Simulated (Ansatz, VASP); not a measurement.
Re: VASP beside Ansatz

```
Re
1.0
     0.00000    1.93999    1.93999
     1.93999    0.00000    1.93999
     1.93999    1.93999    0.00000
Re
1
Direct
  0.00000 0.00000 0.00000
```

Alike in both runs: functional PBEsol; k mesh 17 × 17 × 17; occupations fermi-dirac, width 0.05 eV; no spin polarisation.

Ansatz relaxed the structure, and its values are those at the end. VASP's run is a single point on that final structure, the one shown.

```csv
,VASP,Ansatz
version,VASP 6.6.1,Ansatz 0.2.0
potentials or method,"VASP PAW PBE potentials, release 64 (Re)","PAW with Ansatz's default frozen-core files, scalar-relativistic"
plane-wave cutoff (eV),520,420
valence electrons in the cell,7,15
```

```csv
,VASP,Ansatz,Ansatz less VASP
pressure (GPa),0.0,0.0,+0.03
```

VASP's potentials were made for PBE, not for PBEsol. The functional is the same, so the differences come from potentials, cutoffs and numerics. VASP's potentials hold 7 valence electrons a cell and Ansatz's 15, so a difference there can come from the potentials and not from the codes.

Spin-orbit coupling is off throughout.
